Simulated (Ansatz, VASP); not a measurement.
**Two plane-wave programs on TaN**

The input POSCAR:

```
TaN
1.0
    0.0000000000      2.3575646433      2.3575646433
    2.3575646433      0.0000000000      2.3575646433
    2.3575646433      2.3575646433      0.0000000000
Ta N
1 1
Direct
    0.0000000000      0.0000000000      0.0000000000
    0.2500000000      0.2500000000      0.2500000000
```

Contents of INCAR.step1:

```
ALGO = Normal
EDIFF = 1E-5
ENCUT = 660
GGA = PE
GGA_COMPAT = False
ISMEAR = 0
ISPIN = 2
LASPH = True
LCHARG = False
LMAXMIX = 4
LREAL = False
LWAVE = True
MAGMOM = 0.05 0
NBANDS = 19
NELM = 200
PREC = Accurate
SIGMA = 0.05
```

INCAR.step2

```
ALGO = Normal
EDIFF = 1E-6
ENCUT = 660
GGA_COMPAT = False
ISIF = 2
ISMEAR = 0
ISPIN = 2
ISTART = 1
LASPH = True
LCHARG = False
LMAXMIX = 4
LMIXTAU = True
LORBIT = 11
LREAL = False
LWAVE = False
MAGMOM = 0.05 0
METAGGA = R2SCAN
NBANDS = 19
NELM = 200
PREC = Accurate
SIGMA = 0.05
```

KPOINTS

```
k-points
0
Gamma
  12 12 12
```

Input for Ansatz:

```yaml
crystal:
  lattice:
    - [0.0, 2.3575646433, 2.3575646433]
    - [2.3575646433, 0.0, 2.3575646433]
    - [2.3575646433, 2.3575646433, 0.0]
  atoms:
    - { symbol: Ta, position: [0.0, 0.0, 0.0], spin: 0.05 }
    - { symbol: "N", position: [0.25, 0.25, 0.25] }
basis:
  ecutwfc: 500
  ecutrho_ratio: 4
kpoints:
  mp_grid: { grid: [12, 12, 12] }
hamiltonian:
  xc: r2scan
scf:
  occupations: { method: gaussian, width: 0.05 }
output:
  forces: true
  stress: true
  eigenvalues: true
  populations: true
magnetization:
  spin_polarized: true
```

Alike in both runs: task single point; functional r2SCAN; k mesh 12 × 12 × 12; occupations gaussian, width 0.05 eV; collinear spin.

|  | VASP | Ansatz |
| --- | --- | --- |
| version | VASP 6.6.1 | Ansatz 0.2.0 |
| potentials or method | VASP PAW PBE potentials, release 64 (Ta_pv, N), cutoff 660 eV | scalar-relativistic, plane waves, PAW |
| valence electrons in the cell | 16 | 18 |

|  | VASP | Ansatz | Ansatz less VASP |
| --- | --- | --- | --- |
| gap on the k mesh at the Fermi level (eV) | none | none | - |
| pressure (GPa) | 4.3 | 3.1 | -1.22 |
| net moment per atom (μB) | 0.00 | 0.00 | 0.000 |

VASP's potentials were made for PBE, not for r2SCAN. A gap of «none» marks a metal or a gap that the smearing closes. VASP's potentials hold 16 valence electrons a cell and Ansatz's 18, so a difference there can come from the potentials and not from the codes. Ansatz's warnings: seeded moment not kept, stability check not made.

Spin-orbit coupling is off throughout.
